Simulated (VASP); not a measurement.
# Si (P6_3/mmc) in VASP: a series of runs

Si is run at these levels: LDA; tasks: single point.

Everything below comes from runs of VASP 6.6.1. Logs are shortened: lines on timing, memory, paths and dates and some standing lists are left out, and cuts for length are marked.

## (1) The cell of the first run

Symmetry: P6_3/mmc, No. 194, hexagonal system. The conventional cell has a = 2.051 Å, b = 2.051 Å, c = 3.409 Å, α = 90.00°, β = 90.00°, γ = 120.00°. Si (site symmetry -6m2) has 12 Si at 2.05 to 2.08 Å within 2.7 Å.

## (2) Single point, LDA

The input, INCAR:

```
ALGO = Normal ; EDIFF = 1E-6
ENCUT = 520 ; ISIF = 2
ISMEAR = -1 ; LASPH = T
LCHARG = T ; LELF = T
LREAL = F ; LVHAR = T
LWAVE = F ; NBANDS = 11
NELM = 60 ; PREC = Accurate
SIGMA = 0.1
```

The input, KPOINTS:

```
k-points
0
Gamma
  15 15 8
```

The input, POSCAR:

```
Si
1.0
    2.0506662710      0.0000000000      0.0000000000
   -1.0253331355      1.7759290853      0.0000000000
    0.0000000000      0.0000000000      3.4088452251
Si
2
Direct
    0.3333333333      0.6666666667      0.2500000000
    0.6666666667      0.3333333333      0.7500000000
```

Potentials or basis: VASP PAW LDA potentials, release 64 (Si).

The run is started by

```
cat potpaw_LDA.64/Si/POTCAR > POTCAR
mpirun -np 1 vasp_std > vasp.out
```

OUTCAR:

```text
EDIFF = 1E-6
   ENCUT = 520
   ISIF = 2
   ISMEAR = -1
   LASPH = T
   LREAL = F
   NELM = 60
   PREC = Accurate

 ion  position               nearest neighbor table
   1  0.333  0.667  0.250-   2 2.08   2 2.08   2 2.08   2 2.08   2 2.08   2 2.08   2 2.92   2 2.92
                             2 2.92   2 2.92   2 2.92   2 2.92
   2  0.667  0.333  0.750-   1 2.08   1 2.08   1 2.08   1 2.08   1 2.08   1 2.08   1 2.92   1 2.92
                             1 2.92   1 2.92   1 2.92   1 2.92

  LATTYP: Found a hexagonal cell.
 ALAT       =     2.0506662710
 C/A-ratio  =     1.6623110612

  Lattice vectors:

 A1 = (   2.0506662710,   0.0000000000,   0.0000000000)
 A2 = (  -1.0253331355,   1.7759290853,   0.0000000000)
 A3 = (   0.0000000000,   0.0000000000,   3.4088452251)

Analysis of symmetry for initial positions (statically):
=====================================================================
 Subroutine PRICEL returns:
 Original cell was already a primitive cell.

 Routine SETGRP: Setting up the symmetry group for a
 hexagonal supercell.

 Subroutine GETGRP returns: Found 24 space group operations
 (whereof 12 operations were pure point group operations)
 out of a pool of 24 trial point group operations.

The static configuration has the point symmetry D_3d.
 The point group associated with its full space group is D_6h.

Analysis of symmetry for dynamics (positions and initial velocities):
=====================================================================
 Subroutine PRICEL returns:
 Original cell was already a primitive cell.

 Routine SETGRP: Setting up the symmetry group for a
 hexagonal supercell.

 Subroutine GETGRP returns: Found 24 space group operations
 (whereof 12 operations were pure point group operations)
 out of a pool of 24 trial point group operations.

The dynamic configuration has the point symmetry D_3d.
 The point group associated with its full space group is D_6h.

 Subroutine INISYM returns: Found 24 space group operations
 (whereof 12 operations are pure point group operations),
 and found     1 'primitive' translations

----------------------------------------------------------------------------------------

                                     Primitive cell

  volume of cell :      12.4145

  direct lattice vectors                    reciprocal lattice vectors
     2.050666271  0.000000000  0.000000000     0.487646388  0.281542773  0.000000000
    -1.025333135  1.775929085  0.000000000     0.000000000  0.563085547  0.000000000
     0.000000000  0.000000000  3.408845225     0.000000000  0.000000000  0.293354475

  length of vectors
     2.050666271  2.050666271  3.408845225     0.563085547  0.563085547  0.293354475

  position of ions in fractional coordinates (direct lattice)
     0.333333333  0.666666667  0.250000000
     0.666666667  0.333333333  0.750000000

  ion indices of the primitive-cell ions
   primitive index   ion index
                 1           1
                 2           2

----------------------------------------------------------------------------------------

 KPOINTS: k-points

Automatic generation of k-mesh.
 Grid dimensions read from file:
 generate k-points for:   15   15    8

 Generating k-lattice:

  Cartesian coordinates                     Fractional coordinates (reciprocal lattice)
     0.032509759  0.018769518  0.000000000     0.066666667  0.000000000  0.000000000
     0.000000000  0.037539036  0.000000000     0.000000000  0.066666667  0.000000000
     0.000000000  0.000000000  0.036669309     0.000000000  0.000000000  0.125000000

  Length of vectors
     0.037539036  0.037539036  0.036669309

  Shift w.r.t. Gamma in fractional coordinates (k-lattice)
     0.000000000  0.000000000  0.000000000

 Subroutine IBZKPT returns following result:
 ===========================================

 Found    135 irreducible k-points:

 Following reciprocal coordinates:
            Coordinates               Weight
  0.000000  0.000000  0.000000      1.000000
  0.066667  0.000000  0.000000      6.000000
  0.133333  0.000000  0.000000      6.000000
  0.200000  0.000000  0.000000      6.000000
  0.266667  0.000000  0.000000      6.000000
  0.333333  0.000000  0.000000      6.000000
[... 16 lines left out ...]
  0.333333  0.200000  0.000000     12.000000
  0.400000  0.200000  0.000000      6.000000
 [... further k-points ...]
   k-points           NKPTS =    135   k-points in BZ     NKDIM =    135   number of bands    NBANDS=     11
   number of dos      NEDOS =    301   number of ions     NIONS =      2
   total plane-waves  NPLWV =   7168
   dimension x,y,z NGX =    16 NGY =   16 NGZ =   28
   dimension x,y,z NGXF=    32 NGYF=   32 NGZF=   56
   ions per type =               2
   NGX,Y,Z   is equivalent  to a cutoff of  12.97, 12.97, 13.66 a.u.
   NGXF,Y,Z  is equivalent  to a cutoff of  25.94, 25.94, 27.31 a.u.
 SYSTEM =  unknown system
   PREC   = accura    normal or accurate (medium, high low for compatibility)
   ISTART =      0    job   : 0-new  1-cont  2-samecut
   ICHARG =      2    charge: 1-file 2-atom 10-const
   ISPIN  =      1    spin polarized calculation?
   LNONCOLLINEAR =      F non collinear calculations
   LSORBIT =      F    spin-orbit coupling
   LASPH  =      T    aspherical Exc in radial PAW
   ENCUT  =  520.0 eV  38.22 Ry    6.18 a.u.   3.81  3.81  6.34*2*pi/ulx,y,z
   NELM   =     60;   NELMIN=  2; NELMDL= -5     # of ELM steps
   EDIFF  = 0.1E-05   stopping-criterion for ELM
   LREAL  =      F    real-space projection
   EDIFFG = 0.1E-04   stopping-criterion for IOM
   NSW    =      0    number of steps for IOM
   IBRION =     -1    ionic relax: 0-MD 1-quasi-New 2-CG
   NFREE  =      0    steps in history (QN), initial steepest desc. (CG)
   ISIF   =      2    stress and relaxation
   ISYM   =      2    0-nonsym 1-usesym 2-fastsym
   POTIM  = 0.5000    time-step for ionic-motion
   TEBEG  =    0.0;   TEEND  =   0.0 temperature during run
   PSTRESS=    0.0 pullay stress
   NELECT =       8.0000    total number of electrons
   NUPDOWN=      -1.0000    fix difference up-down
   EMIN   =  10.00;   EMAX   =-10.00  energy-range for DOS
   EFERMI =   0.00;   METHOD = LEGACY
   ISMEAR =    -1;   SIGMA  =   0.10  broadening in eV -4-tet -1-fermi 0-gaus
   EFERMI_NEDOS =   21; number of points for ismear=-14 and -15
   IALGO  =     38    algorithm
   IMIX   =      4    mixing-type and parameters
     AMIX     =   0.40;   BMIX     =  1.00
     AMIX_MAG =   1.60;   BMIX_MAG =  1.00
  volume/ion in A,a.u.               =       6.21        41.89
  Fermi-wavevector in a.u.,A,eV,Ry     =   1.414042  2.672151 27.205036  1.999514
  Thomas-Fermi vector in A             =   2.535625
   LORBIT       =      0    0 simple, 1 ext, 2 COOP (PROOUT), +10 PAW based schemes
   GGA     = CA    functional components
   LHFCALC =     F    Hartree Fock is set to
   AEXX    =    0.0000 exact exchange contribution
   IVDW    =     0    specifies the selected vdW correction
   LEPSILON=     F    determine dielectric tensor
   LRPA    =     F    only Hartree local field effects (RPA)
 non-spin polarized calculation
  energy-cutoff  :      520.00
  volume of cell :       12.41
 maximum number of plane-waves:       346
 NGX is ok and might be reduce to    16
   NGX =  7   NGY =  7   NGZ = 13

 number of electron       7.9999999 magnetization

 Free energy of the ion-electron system (eV)
  ---------------------------------------------------
  ext. energy  EPLUGINS =         0.00000000
  ---------------------------------------------------
  free energy    TOTEN  =        -0.62344513 eV

  energy without entropy =       -0.60312514  energy(sigma->0) =       -0.61328514

 E-fermi :  25.2969     XC(G=0): -15.0459

 val. band max:       25.2930388548   @ k =   0.4667   0.0667   0.1250
 cond. band min:      25.3177881631   @ k =   0.2667   0.2000   0.2500
 fundamental gap:      0.0247493084
 Fermi energy:        25.2968691608

 k-point     1 :       0.0000    0.0000    0.0000
  band No.  band energies     occupation
      1       1.4961      2.00000
      2      12.0675      2.00000
      3      14.3795      2.00000
      4      39.8579      0.00000
      5      39.8579      0.00000
      6      40.2387      0.00000
      7      41.7540      0.00000
      8      41.7540      0.00000
      9      48.4781      0.00000
     10      48.4799      0.00000
     11      48.8592      0.00000

 k-point     2 :       0.0667    0.0000    0.0000
  band No.  band energies     occupation
      1       1.6966      2.00000
      2      12.2400      2.00000
      3      14.5577      2.00000
      4      36.7236      0.00000
      5      38.8181      0.00000
      6      40.1965      0.00000
      7      41.8834      0.00000
      8      42.8912      0.00000
      9      46.0858      0.00000
     10      47.4179      0.00000
     11      49.8425      0.00000

 k-point     3 :       0.1333    0.0000    0.0000
  band No.  band energies     occupation
      1       2.2955      2.00000
      2      12.7582      2.00000
      3      15.0805      2.00000
      4      32.6035      0.00000
      5      37.3764      0.00000
      6      37.8746      0.00000
      7      41.9986      0.00000
      8      42.2689      0.00000
      9      44.4705      0.00000
     10      45.5197      0.00000
     11      48.7282      0.00000

 k-point     4 :       0.2000    0.0000    0.0000
  band No.  band energies     occupation
      1       3.2850      2.00000
      2      13.6250      2.00000
      3      15.9047      2.00000
      4      28.5383      0.00000
      5      35.2089      0.00000
      6      36.1100      0.00000
      7      37.7277      0.00000
      8      42.3910      0.00000
      9      43.7009      0.00000
     10      45.5439      0.00000
     11      47.0010      0.00000

 k-point     5 :       0.2667    0.0000    0.0000
  band No.  band energies     occupation
      1       4.6520      2.00000
      2      14.8449      2.00000
      3      16.9035      2.00000
      4      24.8376      1.97995
      5      32.5744      0.00000
      6      33.6431      0.00000
      7      35.0835      0.00000
      8      41.9530      0.00000
      9      42.1758      0.00000
     10      45.9576      0.00000
     11      46.0126      0.00000
[... 211 lines left out ...]
 k-point    21 :       0.2000    0.2000    0.0000
  band No.  band energies     occupation
      1       6.7570      2.00000
      2      16.7774      2.00000
      3      18.1413      2.00000
      4      22.5295      2.00000
      5      26.0600      0.00097
      6      32.3978      0.00000
      7      33.5428      0.00000
      8      36.3457      0.00000
      9      39.4890      0.00000
     10      46.0971      0.00000
     11      49.9889      0.00000

 k-point    22 :       0.2667    0.2000    0.0000
  band No.  band energies     occupation
      1       8.6245      2.00000
      2      18.1184      2.00000
      3      18.5475      2.00000
      4      20.5169      2.00000
      5      25.1246      1.69695
      6      29.2799      0.00000
      7      32.1319      0.00000
      8      34.5632      0.00000
      9      38.3946      0.00000
     10      47.2457      0.00000
     11      51.2767      0.00000

 k-point    23 :       0.3333    0.2000    0.0000
  band No.  band energies     occupation
      1      10.7982      2.00000
      2      15.9654      2.00000
      3      20.2550      2.00000
      4      20.6856      2.00000
      5      25.0651      1.82074
      6      26.0712      0.00087
      7      31.5321      0.00000
      8      32.9722      0.00000
      9      37.8266      0.00000
     10      47.5311      0.00000
     11      52.5385      0.00000

 k-point    24 :       0.4000    0.2000    0.0000
  band No.  band energies     occupation
      1      12.8732      2.00000
      2      13.7242      2.00000
      3      20.3028      2.00000
      4      23.1466      2.00000
      5      23.2438      2.00000
      6      25.2000      1.44968
      7      31.3397      0.00000
      8      32.3076      0.00000
      9      37.6457      0.00000
     10      47.5566      0.00000
     11      53.0620      0.00000

 [... further k-points ...]
[... 5 lines left out ...]
  --------------------------------------------------------------------------------------
  -------------------------------------------------------------------------------------
  Total       34.6377545     34.6377545     34.5291259      0.0000000     -0.0000000      0.0000000
  in kB     4470.2562726   4470.2562723   4456.2369544      0.0000000     -0.0000000      0.0000000
  external PRESSURE =    4465.5831665 kB  Pullay stress =       0.0000000 kB

 VOLUME and BASIS-vectors are now :
 -----------------------------------------------------------------------------
  energy-cutoff  :      520.00
  volume of cell :       12.41
      direct lattice vectors                 reciprocal lattice vectors
     2.050666271  0.000000000  0.000000000     0.487646388  0.281542773  0.000000000
    -1.025333135  1.775929085  0.000000000     0.000000000  0.563085547  0.000000000
     0.000000000  0.000000000  3.408845225     0.000000000  0.000000000  0.293354475

 POSITION                                       TOTAL-FORCE (eV/Angst)
 -----------------------------------------------------------------------------------
     -0.00000      1.18395      0.85221        -0.000000      0.000000      0.000000
      1.02533      0.59198      2.55663         0.000000      0.000000      0.000000
 -----------------------------------------------------------------------------------
    total drift:                                0.000000     -0.000000     -0.000000

  FREE ENERGIE OF THE ION-ELECTRON SYSTEM (eV)
  ---------------------------------------------------
  free  energy   TOTEN  =        -0.6234451259 eV

  energy  without entropy=       -0.6031251445  energy(sigma->0) =       -0.61328514
```

It took 12 s on 1 thread of Intel Xeon Platinum 8488C (Sapphire Rapids), shared host; peak memory 0.12 GiB.

What came out:

```yaml
Free_energy: -0.6234 eV
Pressure: 446.6 GPa
Band_gap_on_the_k_mesh: zero (band 4 reaches 39.86 eV, above the bottom of band 5 at 22.07 eV)
```

Stress tensor (GPa, compression positive):
```
447.03   0.00   0.00
  0.00 447.03   0.00
  0.00   0.00 445.62
```

Levels at points of the mesh, in eV from the Fermi level:
```tsv
k point	band 1	band 2	band 3	band 4	band 5	band 6	band 7	band 8	band 9
(0.00, 0.00, 0.00)	-23.80	-13.23	-10.92	14.56	14.56	14.94	16.46	16.46	23.18
(0.00, 0.00, 0.50)	-20.79	-20.79	1.43	1.43	15.62	15.62	15.62	15.62	22.55
```

[end of part 1 of 2]
